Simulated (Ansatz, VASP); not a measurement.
**One calculation of MgScF3, two programs**

```xyz
5
Lattice="3.6837 0.0000 0.0000 0.0000 3.6837 0.0000 0.0000 0.0000 3.6837" Properties=species:S:1:pos:R:3 pbc="T T T"
Sc    1.8419    1.8419    1.8419
Mg    0.0000    0.0000    0.0000
F     1.8419    0.0000    0.0000
F     0.0000    1.8419    0.0000
F     0.0000    0.0000    1.8419
```

Alike in both runs: task relaxation of cell and atoms; functional r2SCAN; k mesh 5 × 5 × 5; no spin polarisation; Hubbard terms Sc d U = 3.0 eV.

|  | VASP | Ansatz |
| --- | --- | --- |
| version | VASP 6.6.1 | Ansatz 0.2.0 |
| potentials or method | VASP PAW PBE potentials, release 64 (Sc_sv, Mg, F), cutoff 600 eV | PAW plane waves |
| occupations | fermi-dirac, width 0.1 eV | fermi-dirac |
| valence electrons in the cell | 34 | 42 |

VASP gave:

| Property | Result |
| --- | --- |
| gap on the k mesh at the Fermi level, each at its own relaxed structure (eV) | none |
| relaxed volume (Å³/atom) | 12.73 |
| relaxed cell length with the largest relative difference (Å) | 3.992 |

Q: What did Ansatz give for the same quantities?

A: gap on the k mesh at the Fermi level, each at its own relaxed structure (eV): none; relaxed volume (Å³/atom): 12.86; relaxed cell length with the largest relative difference (Å): 4.006.

VASP's potentials were made for PBE, not for r2SCAN. The programs project onto different local orbitals, so the same U acts differently, and such runs can settle in different states. A gap of «none» marks a metal or a gap that the smearing closes. VASP's potentials hold 34 valence electrons a cell and Ansatz's 42, so a difference there can come from the potentials and not from the codes. Ansatz's warnings: end state compared, filled band counts differ across k points.

Noted on VASP's run: the volume moved by over 15 % at a fixed basis, so the end points are rough.
